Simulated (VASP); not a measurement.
Set up this calculation in VASP 6.6.1, as the native input.

| Property | Result |
| --- | --- |
| Task | single point |
| Functional | r2SCAN |
| Potentials or basis | VASP PAW PBE potentials, release 64 (W_sv, C) |
| Cutoff | 520 eV |
| k mesh | 11 × 11 × 11 |
| Occupations | gaussian, width 0.05 eV |
| Spin | no spin polarisation |
| Dipole correction | no |
| Further INCAR settings | ALGO = Normal; EDIFF = 1e-07; NBANDS = 16 |

Crystal: WC.

```
W C
1.0
     0.00000    2.27710    2.27710
     2.27710    0.00000    2.27710
     2.27710    2.27710    0.00000
W C
1 1
Direct
  0.00000 0.00000 0.00000
  0.50000 0.50000 0.50000
```

The input as run:

POSCAR

```
WC
1.0
    0.0000000000      2.2770997474      2.2770997474
    2.2770997474      0.0000000000      2.2770997474
    2.2770997474      2.2770997474      0.0000000000
W C
1 1
Direct
    0.0000000000      0.0000000000      0.0000000000
    0.5000000000      0.5000000000      0.5000000000
```

INCAR.step1

```
  PREC = Accurate
  ENCUT = 520
  ISMEAR = 0
  SIGMA = 0.05
  LREAL = False
  LASPH = True
  NELM = 100
  NBANDS = 16
  GGA = PE
  ALGO = Normal
  EDIFF = 1E-4
  LWAVE = True
  LCHARG = False
```

INCAR.step2

```
  PREC = Accurate
  ENCUT = 520
  EDIFF = 1E-7
  ISMEAR = 0
  SIGMA = 0.05
  LREAL = False
  LASPH = True
  NELM = 100
  ALGO = Normal
  ISIF = 2
  LWAVE = False
  LCHARG = False
  METAGGA = R2SCAN
  LMIXTAU = True
  NBANDS = 16
  ISTART = 1
```

KPOINTS

```
regular mesh
0
Gamma
  11 11 11
```

Potentials or basis: VASP PAW PBE potentials, release 64 (W_sv, C).

Launch:

```sh
$ cat potpaw_PBE.64/W_sv/POTCAR potpaw_PBE.64/C/POTCAR > POTCAR
$ cp INCAR.step1 INCAR
$ mpirun -np 1 vasp_std > vasp.out
$ cp INCAR.step2 INCAR
$ mpirun -np 1 vasp_std > vasp.out
```

It gave:

```json
{"Pressure": "-35.8 GPa", "Band gap on the k mesh": "zero (bands 9 and 10 overlap by 2.69 eV)"}
```

Caveat: the cell stands under tension; the PAW data sets were made with another functional, which shifts forces and pressure a little; spin-orbit coupling is left out, which moves the levels of the heavy elements.

Wall time 33 s on 1 thread of Intel(R) Xeon(R) 6975P-C (Granite Rapids), with other jobs on the host, peak memory 0.15 GiB.
